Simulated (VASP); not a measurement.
Sn:

```
Sn
1.0
     6.07570    0.00000    0.00000
     0.00000    6.07570    0.00000
     0.00000    0.00000    6.07570
Sn
8
Direct
  0.00000 0.00000 0.00000
  0.50000 0.50000 0.50000
  0.25000 0.00000 0.50000
  0.75000 0.00000 0.50000
  0.50000 0.25000 0.00000
  0.50000 0.75000 0.00000
  0.00000 0.50000 0.25000
  0.00000 0.50000 0.75000
```

| Item | Value |
| --- | --- |
| Program | VASP 6.6.1 |
| Task | relaxation of cell and atoms |
| Functional | RPBE |
| Potentials or basis | VASP PAW PBE potentials, release 64 (Sn_d) |
| Cutoff | 500 eV |
| k mesh | 4 × 4 × 4 |
| Occupations | fermi-dirac, width 0.1 eV |
| Spin | no spin polarisation |

At the start: pressure 2.4 GPa; volume 28.03 Å³/atom.

Question: Where does the relaxation end?

Answer: Over 3 steps the energy falls by 11.6 meV/atom and the volume is 29.64 Å³/atom (+5.7 %); space group Pm-3n (No. 223, to 0.1 Å) before and after.

Step by step:
```
step  energy change (eV)  largest force (eV/Å)  pressure (GPa)  volume (Å³)
   1              0.0000                0.0000            2.44       224.28
   2             -0.0919                0.0000           -0.20       238.43
   3             -0.0927                0.0000            0.00       237.12
```

Final structure:
```
CELL_PARAMETERS angstrom
6.18948 0.00000 0.00000
0.00000 6.18948 0.00000
0.00000 0.00000 6.18948
ATOMIC_POSITIONS crystal
Sn 0.00000 0.00000 0.00000
Sn 0.50000 0.50000 0.50000
Sn 0.25000 0.00000 0.50000
Sn 0.75000 0.00000 0.50000
Sn 0.50000 0.25000 0.00000
Sn 0.50000 0.75000 0.00000
Sn 0.00000 0.50000 0.25000
Sn 0.00000 0.50000 0.75000
```

Caveat: the PAW data sets were made with another functional, which shifts forces and pressure a little.
